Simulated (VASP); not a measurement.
Here is a VASP 6.6.1 calculation.

Contents of INCAR:

```
PREC = Accurate
ENCUT = 600
EDIFF = 1E-7
ISMEAR = 0
SIGMA = 0.1
LREAL = F
LASPH = T
NELM = 60
ALGO = Normal
ISIF = 3
LWAVE = F
LCHARG = F
GGA = PE
IBRION = 2
NSW = 90
EDIFFG = -0.04
```

KPOINTS

```
regular mesh
0
Gamma
  4 6 4
```

Contents of POSCAR:

```
LiH
1.0
    4.9914183400      0.0000000000      0.0000000000
    0.0000000000      3.1196364600      0.0000000000
    0.0000000000      0.0000000000      5.4033688500
Li H
2 2
Direct
    0.0000000000      0.0000000000      0.0000000000
    0.0000000000      0.5000000000      0.5000000000
    0.7600000000      0.0000000000      0.6666666700
    0.2400000000      0.0000000000      0.3333333300
```

Potentials or basis: VASP PAW PBE potentials, release 64 (Li_sv, H).

Run with:

```console
$ cat potpaw_PBE.64/Li_sv/POTCAR potpaw_PBE.64/H/POTCAR > POTCAR
$ mpirun -np 1 vasp_std > vasp.out
```

What does it give for the relaxed volume?

9.66 Å³/atom.

Predict the relaxed cell.

a = 2.749 Å, b = 2.814 Å, c = 5.223 Å, α = 90.00°, β = 73.06°, γ = 90.00°.

Final structure:
```
Li H
1.0
     2.70540    0.00000    0.48795
     0.00000    2.81439    0.00000
     0.61092    0.00000    5.18717
Li H
2 2
Direct
  0.00000 0.00000 0.00000
  0.00000 0.50000 0.50000
  0.64170 0.00000 0.73617
  0.35830 0.00000 0.26383
```

Caveat: the cell differs from its parent crystal (atoms taken out); the cutoff is under 1.25 times the usual one of these potentials, so pressure, stress and relaxed cells hold a basis-set (Pulay) error; the volume moved by over 15 % at a fixed basis, so the end points are rough.
